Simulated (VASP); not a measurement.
# Li2O (Fm-3m) in VASP: further runs

The runs below take Li2O through electric field gradients, single point, with PBEsol.

All numbers are computed with VASP 6.6.1; they aren't measurements. Logs are shortened: lines on timing, memory, paths and dates and some standing lists are left out, and cuts for length are marked.

## 1. The cell of the first run

It takes space group Fm-3m (No. 225, cubic). The conventional cell has a = 4.680 Å, b = 4.680 Å, c = 4.680 Å, α = 90.00°, β = 90.00°, γ = 90.00°. Within 2.7 Å of Li (site symmetry -43m) lie 4 O at 2.03 Å and 6 Li at 2.34 Å. Within 2.7 Å of O (site symmetry m-3m) lie 8 Li at 2.03 Å.

## 2. Electric field gradients, PBEsol (8.54 Å³/atom)

INCAR

```
SYSTEM = Li2O
PREC     = Accurate       ! precision mode
ENCUT    = 650            ! plane-wave cutoff, eV
EDIFF    = 1E-8           ! SCF threshold, eV
ISMEAR   = -1             ! smearing method
SIGMA    = 0.03           ! smearing width, eV
LREAL    = .False.        ! projectors in reciprocal space
LASPH    = .True.         ! aspherical terms in the spheres
NELM     = 120            ! most SCF steps
ALGO     = Normal         ! electronic algorithm
ISIF     = 2              ! what is computed and relaxed
LWAVE    = .False.        ! write WAVECAR
LCHARG   = .False.        ! write CHGCAR
GGA      = PS             ! functional
LEFG     = .True.       
NBANDS   = 13             ! bands
GGA_COMPAT= .False.
```

KPOINTS

```
regular mesh
0
Gamma
  9 9 9
  0 0 0
```

POSCAR

```
Li2O
1.0
    0.0000000000      2.3398916431      2.3398916431
    2.3398916431      0.0000000000      2.3398916431
    2.3398916431      2.3398916431      0.0000000000
Li O
2 1
Direct
    0.2500000000      0.2500000000      0.2500000000
    0.7500000000      0.7500000000      0.7500000000
    0.0000000000      0.0000000000      0.0000000000
```

Potentials or basis: VASP PAW PBE potentials, release 64 (Li_sv, O).

Run with:

```
$ cat potpaw_PBE.64/Li_sv/POTCAR potpaw_PBE.64/O/POTCAR > POTCAR
$ mpirun -np 1 vasp_std > vasp.out
```

OUTCAR:

```text
SYSTEM = Li2O
   PREC = Accurate
   ENCUT = 650
   EDIFF = 1E-8
   ISMEAR = -1
   LREAL = .False.
   LASPH = .True.
   NELM = 120
   ISIF = 2
   GGA = PS

 ion  position               nearest neighbor table
   1  0.250  0.250  0.250-   3 2.03   3 2.03   3 2.03   3 2.03   2 2.34   2 2.34   2 2.34   2 2.34
                             2 2.34   2 2.34
   2  0.750  0.750  0.750-   3 2.03   3 2.03   3 2.03   3 2.03   1 2.34   1 2.34   1 2.34   1 2.34
                             1 2.34   1 2.34
   3  0.000  0.000  0.000-   2 2.03   2 2.03   2 2.03   1 2.03   2 2.03   1 2.03   1 2.03   1 2.03

  LATTYP: Found a face centered cubic cell.
 ALAT       =     4.6797832862

  Lattice vectors:

 A1 = (   0.0000000000,   2.3398916431,   2.3398916431)
 A2 = (   2.3398916431,   0.0000000000,   2.3398916431)
 A3 = (   2.3398916431,   2.3398916431,   0.0000000000)

Analysis of symmetry for initial positions (statically):
=====================================================================
 Subroutine PRICEL returns:
 Original cell was already a primitive cell.

 Routine SETGRP: Setting up the symmetry group for a
 face centered cubic supercell.

 Subroutine GETGRP returns: Found 48 space group operations
 (whereof 48 operations were pure point group operations)
 out of a pool of 48 trial point group operations.

The static configuration has the point symmetry O_h .

Analysis of symmetry for dynamics (positions and initial velocities):
=====================================================================
 Subroutine PRICEL returns:
 Original cell was already a primitive cell.

 Routine SETGRP: Setting up the symmetry group for a
 face centered cubic supercell.

 Subroutine GETGRP returns: Found 48 space group operations
 (whereof 48 operations were pure point group operations)
 out of a pool of 48 trial point group operations.

The dynamic configuration has the point symmetry O_h .

 Subroutine INISYM returns: Found 48 space group operations
 (whereof 48 operations are pure point group operations),
 and found     1 'primitive' translations

[... 148 lines left out ...]
 Fermi energy:         1.6077267214

 k-point     1 :       0.0000    0.0000    0.0000
  band No.  band energies     occupation
      1     -41.3226      2.00000
      2     -41.0133      2.00000
      3     -14.2650      2.00000
      4       1.0264      2.00000
      5       1.0264      2.00000
      6       1.0264      2.00000
      7       5.9133      0.00000
      8      12.6145      0.00000
      9      12.6145      0.00000
     10      12.6145      0.00000
     11      19.4566      0.00000
     12      19.4566      0.00000
     13      19.4566      0.00000
[... 354 lines left out ...]
  band No.  band energies     occupation
      1     -41.2055      2.00000
      2     -41.0985      2.00000
      3     -14.0056      2.00000
      4      -0.5334      2.00000
      5      -0.2758      2.00000
      6      -0.2758      2.00000
      7       5.8707      0.00000
      8      14.0173      0.00000
      9      14.0173      0.00000
     10      15.0368      0.00000
     11      16.1051      0.00000
     12      20.4203      0.00000
     13      23.8680      0.00000

 [... further k-points ...]

------------------------ aborting loop because EDIFF is reached ----------------------------------------

  FORCE on cell =-STRESS in cart. coord.  units (eV):
  Direction    XX          YY          ZZ          XY          YZ          ZX
  --------------------------------------------------------------------------------------
  -------------------------------------------------------------------------------------
  Total       -0.7967782     -0.7967782     -0.7967782      0.0000000      0.0000000      0.0000000
  in kB      -49.8231043    -49.8231043    -49.8231043      0.0000000      0.0000000      0.0000000
  external PRESSURE =     -49.8231043 kB  Pullay stress =       0.0000000 kB

 VOLUME and BASIS-vectors are now :
 -----------------------------------------------------------------------------
  energy-cutoff  :      650.00
  volume of cell :       25.62
      direct lattice vectors                 reciprocal lattice vectors
     0.000000000  2.339891643  2.339891643    -0.213685109  0.213685109  0.213685109
     2.339891643  0.000000000  2.339891643     0.213685109 -0.213685109  0.213685109
     2.339891643  2.339891643  0.000000000     0.213685109  0.213685109 -0.213685109

 POSITION                                       TOTAL-FORCE (eV/Angst)
 -----------------------------------------------------------------------------------
      1.16995      1.16995      1.16995        -0.000000     -0.000000     -0.000000
      3.50984      3.50984      3.50984         0.000000      0.000000      0.000000
      0.00000      0.00000      0.00000        -0.000000     -0.000000     -0.000000
 -----------------------------------------------------------------------------------
    total drift:                                0.000000      0.000000      0.000000

  FREE ENERGIE OF THE ION-ELECTRON SYSTEM (eV)
  ---------------------------------------------------
  free  energy   TOTEN  =       -14.7333724221 eV

  energy  without entropy=      -14.7333724221  energy(sigma->0) =      -14.73337242

 Electric field gradients (V/A^2)
---------------------------------------------------------------------
 ion       V_xx      V_yy      V_zz      V_xy      V_xz      V_yz
---------------------------------------------------------------------
   1      -0.000    -0.000    -0.000    -0.001    -0.001    -0.001
   2      -0.000    -0.000    -0.000    -0.001    -0.001    -0.001
   3      -0.000     0.000    -0.000     0.001     0.001     0.001
---------------------------------------------------------------------

 Electric field gradients after diagonalization (V/A^2)
 (convention: |V_zz| > |V_xx| > |V_yy|)
----------------------------------------------------------------------
 ion       V_xx      V_yy      V_zz     asymmetry (V_yy - V_xx)/ V_zz
----------------------------------------------------------------------
   1       0.001     0.001    -0.001       0.000
   2       0.001     0.001    -0.001       0.000
   3      -0.001    -0.001     0.002       0.000
----------------------------------------------------------------------

           NMR quadrupolar parameters

 Cq : quadrupolar parameter    Cq=e*Q*V_zz/h
 eta: asymmetry parameters     (V_yy - V_xx)/ V_zz
 Q  : nuclear electric quadrupole moment in mb (millibarn)
----------------------------------------------------------------------
 ion       Cq(MHz)       eta       Q (mb)
----------------------------------------------------------------------
   1      -0.000       0.000       1.000
   2      -0.000       0.000       1.000
   3       0.000       0.000       1.000
----------------------------------------------------------------------
```

stdout:

```text
POSCAR found type information on POSCAR LiO
 POSCAR found :  2 types and       3 ions
 scaLAPACK will be used
 -----------------------------------------------------------------------------
|                                                                             |
|                                                                             |
|     You enforced a specific xc type in the INCAR file but a different       |
|     I HOPE YOU KNOW WHAT YOU ARE DOING!                                     |
|                                                                             |
 -----------------------------------------------------------------------------

 LDA part: xc-table for (Slater+PW92), standard interpolation
 POSCAR, INCAR and KPOINTS ok, starting setup
 FFT: planning ... GRIDC
 FFT: planning ... GRID_SOFT
 FFT: planning ... GRID
 WAVECAR not read
 entering main loop
ion   1

ion   2

ion   3
```

Wall time 9.5 s (1 thread of Intel Xeon 6975P-C (Granite Rapids), shared host); peak memory 0.15 GiB.

Results:

| Property | Result |
| --- | --- |
| Free energy | -14.7334 eV |
| Pressure | -5.0 GPa |
| Band gap on the k mesh | 4.84 eV (least direct gap 4.89 eV) |
| Largest electric field gradient by atom | zero within the noise of the run |

Caveat: the cell stands under tension; the PAW data sets were made with another functional, which shifts forces and pressure a little; an odd mesh through Γ misses points on the zone boundary, where band edges can lie.

## 3. Single point, PBEsol

This run uses another cell than the first one, of 8.21 Å³/atom.

POSCAR

```
Li2O
1.0
    0.0000000000      2.3095000000      2.3095000000
    2.3095000000      0.0000000000      2.3095000000
    2.3095000000      2.3095000000      0.0000000000
Li O
2 1
Direct
    0.2500000000      0.2500000000      0.2500000000
    0.7500000000      0.7500000000      0.7500000000
    0.0000000000      0.0000000000      0.0000000000
```

INCAR.step1

```
PREC = Accurate ; ENCUT = 650
EDIFF = 1E-6 ; ISMEAR = -1
SIGMA = 0.03 ; LREAL = False
LASPH = True ; NELM = 120
ALGO = Normal ; ISIF = 2
LWAVE = False ; LCHARG = True
GGA = PS ; NBANDS = 13
GGA_COMPAT = False ; NEDOS = 2001
LORBIT = 11
```

KPOINTS.step1

```
Automatic mesh
0
Gamma
  9 9 9
```

INCAR.step2

```
PREC = Accurate ; ENCUT = 650
EDIFF = 1E-6 ; ISMEAR = -5
SIGMA = 0.03 ; LREAL = False
LASPH = True ; NELM = 120
ALGO = Normal ; ISIF = 2
LWAVE = False ; LCHARG = False
GGA = PS ; LORBIT = 10
NEDOS = 1001 ; ICHARG = 11
GGA_COMPAT = False
```

KPOINTS.step2

```
Automatic mesh
0
Gamma
  14 14 14
```

Potentials or basis: VASP PAW PBE potentials, release 64 (Li_sv, O).

Run with:

```
$ cat potpaw_PBE.64/Li_sv/POTCAR potpaw_PBE.64/O/POTCAR > POTCAR
$ cp INCAR.step1 INCAR
$ cp KPOINTS.step1 KPOINTS
$ mpirun -np 1 vasp_std > vasp.out
$ cp INCAR.step2 INCAR
$ cp KPOINTS.step2 KPOINTS
$ mpirun -np 1 vasp_std > vasp.out
```

It took 16 s on 1 thread of Intel Xeon 6975P-C (Granite Rapids), shared host; peak memory 0.16 GiB.

Results (log left out):

```yaml
Valence_electrons_inside_the_program's_atomic_spheres: Li 2.13; O 5.01
```

Levels at points of the mesh, in eV from the valence-band top:
```
           k point  band 3  band 4  band 5  band 6  band 7  band 8  band 9  band 10
(0.00, 0.00, 0.00)  -15.35    0.00    0.00    0.00    5.17   11.80   11.80    11.80
(0.50, 0.00, 0.00)  -15.13   -2.81   -0.45   -0.45    9.09    9.73   11.92    11.92
(0.50, 0.50, 0.00)  -15.08   -1.61   -1.40   -1.40    4.82   13.41   13.41    14.64
```

Caveat: the PAW data sets were made with another functional, which shifts forces and pressure a little.

## 4. Electric field gradients, PBEsol (7.72 Å³/atom)

This run uses another cell than the first one, of 7.72 Å³/atom.

INCAR

```
SYSTEM = Li2O
PREC = Accurate
ENCUT = 650
EDIFF = 1E-8
ISMEAR = -1
SIGMA = 0.03
LREAL = .False.
LASPH = .True.
NELM = 120
ALGO = Normal
ISIF = 2
LWAVE = .False.
LCHARG = .False.
GGA = PS
LEFG = .True.
NBANDS = 13
GGA_COMPAT = .False.
```

KPOINTS

```
Automatic mesh
0
Gamma
  9 9 9
  0 0 0
```

POSCAR

```
Li2O
1.0
    0.0000000000      2.2623541181      2.2623541181
    2.2623541181      0.0000000000      2.2623541181
    2.2623541181      2.2623541181      0.0000000000
Li O
2 1
Direct
    0.2500000000      0.2500000000      0.2500000000
    0.7500000000      0.7500000000      0.7500000000
    0.0000000000      0.0000000000      0.0000000000
```

Potentials or basis: VASP PAW PBE potentials, release 64 (Li_sv, O).

Run with:

```
$ cat potpaw_PBE.64/Li_sv/POTCAR potpaw_PBE.64/O/POTCAR > POTCAR
$ mpirun -np 1 vasp_std > vasp.out
```

OUTCAR:

```text
SYSTEM = Li2O
   PREC = Accurate
   ENCUT = 650
   EDIFF = 1E-8
   ISMEAR = -1
   LREAL = .False.
   LASPH = .True.
   NELM = 120
   ISIF = 2
   GGA = PS

 ion  position               nearest neighbor table
   1  0.250  0.250  0.250-   3 1.96   3 1.96   3 1.96   3 1.96   2 2.26   2 2.26   2 2.26   2 2.26
                             2 2.26   2 2.26
   2  0.750  0.750  0.750-   3 1.96   3 1.96   3 1.96   3 1.96   1 2.26   1 2.26   1 2.26   1 2.26
                             1 2.26   1 2.26
   3  0.000  0.000  0.000-   2 1.96   2 1.96   2 1.96   1 1.96   2 1.96   1 1.96   1 1.96   1 1.96

  LATTYP: Found a face centered cubic cell.
 ALAT       =     4.5247082362

  Lattice vectors:

 A1 = (   0.0000000000,   2.2623541181,   2.2623541181)
 A2 = (   2.2623541181,   0.0000000000,   2.2623541181)
 A3 = (   2.2623541181,   2.2623541181,   0.0000000000)

[... 584 lines left out ...]
     2.262354118  0.000000000  2.262354118     0.221008725 -0.221008725  0.221008725
     2.262354118  2.262354118  0.000000000     0.221008725  0.221008725 -0.221008725

 POSITION                                       TOTAL-FORCE (eV/Angst)
 -----------------------------------------------------------------------------------
      1.13118      1.13118      1.13118        -0.000000     -0.000000     -0.000000
      3.39353      3.39353      3.39353         0.000000      0.000000      0.000000
      0.00000      0.00000      0.00000         0.000000      0.000000      0.000000
 -----------------------------------------------------------------------------------
    total drift:                                0.000000      0.000000      0.000000

  FREE ENERGIE OF THE ION-ELECTRON SYSTEM (eV)
  ---------------------------------------------------
  free  energy   TOTEN  =       -14.7414318895 eV

  energy  without entropy=      -14.7414318895  energy(sigma->0) =      -14.74143189

 Electric field gradients (V/A^2)
---------------------------------------------------------------------
 ion       V_xx      V_yy      V_zz      V_xy      V_xz      V_yz
---------------------------------------------------------------------
   1       0.000     0.000     0.000     0.002     0.002     0.002
   2       0.000     0.000     0.000     0.002     0.002     0.002
   3      -0.000    -0.000     0.000     0.001     0.001     0.001
---------------------------------------------------------------------

 Electric field gradients after diagonalization (V/A^2)
 (convention: |V_zz| > |V_xx| > |V_yy|)
----------------------------------------------------------------------
 ion       V_xx      V_yy      V_zz     asymmetry (V_yy - V_xx)/ V_zz
----------------------------------------------------------------------
   1      -0.002    -0.002     0.004       0.000
   2      -0.002    -0.002     0.004       0.000
   3      -0.001    -0.001     0.003       0.000
----------------------------------------------------------------------

           NMR quadrupolar parameters

 Cq : quadrupolar parameter    Cq=e*Q*V_zz/h
 eta: asymmetry parameters     (V_yy - V_xx)/ V_zz
 Q  : nuclear electric quadrupole moment in mb (millibarn)
----------------------------------------------------------------------
 ion       Cq(MHz)       eta       Q (mb)
----------------------------------------------------------------------
   1       0.000       0.000       1.000
   2       0.000       0.000       1.000
   3       0.000       0.000       1.000
----------------------------------------------------------------------
```

stdout:

```text
POSCAR found type information on POSCAR LiO
 POSCAR found :  2 types and       3 ions
 scaLAPACK will be used
 -----------------------------------------------------------------------------
|                                                                             |
|                                                                             |
|     You enforced a specific xc type in the INCAR file but a different       |
|     I HOPE YOU KNOW WHAT YOU ARE DOING!                                     |
|                                                                             |
 -----------------------------------------------------------------------------

 LDA part: xc-table for (Slater+PW92), standard interpolation
 POSCAR, INCAR and KPOINTS ok, starting setup
 FFT: planning ... GRIDC
 FFT: planning ... GRID_SOFT
 FFT: planning ... GRID
 WAVECAR not read
 entering main loop
ion   1

ion   2

ion   3
```

Wall time 8.8 s (1 thread of Intel Xeon 6975P-C (Granite Rapids), shared host); peak memory 0.15 GiB.

What came out:

```yaml
Free_energy: -14.7414 eV
Pressure: 3.2 GPa
Band_gap_on_the_k_mesh: 5.04 eV (least direct gap 5.63 eV)
Largest_electric_field_gradient_by_atom: zero within the noise of the run
```

Caveat: the cell stands under pressure; the PAW data sets were made with another functional, which shifts forces and pressure a little; an odd mesh through Γ misses points on the zone boundary, where band edges can lie.

[end of part 1 of 2]
